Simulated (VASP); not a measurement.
Crystal: RbBr.

```xyz
4
Lattice="5.8900 0.0000 0.0000 -2.9450 5.1009 0.0000 0.0000 0.0000 6.8698" Properties=species:S:1:pos:R:3 pbc="T T T"
Rb    0.0000    3.4006    1.7174
Rb    2.9450    1.7003    5.1523
Br    2.9450    1.7003    1.7174
Br    0.0000    3.4006    5.1523
```

Base run:

```yaml
Program: VASP 6.6.1
Functional: PBE
Potentials_or_basis: VASP PAW PBE potentials, release 64 (Rb_sv, Br)
Cutoff: 520 eV
k_mesh: 6 × 6 × 4
Occupations: gaussian, width 0.01 eV
Spin: no spin polarisation
```

Its results: band gap on the k mesh 4.06 eV, direct; pressure 0.3 GPa.

Task: The run is repeated on the same cell with these changes: functional from PBE to HSE06; k mesh from 6 × 6 × 4 to 3 × 3 × 2. What comes out?

Result: Band gap on the k mesh 5.17 eV, direct; pressure 0.2 GPa.

Several settings changed at once, so the effect can't be laid on one alone.

Caveats: some runs use coarse meshes; the PAW data sets were made with another functional, which shifts forces and pressure a little (some runs).

A k mesh can miss the band edges.
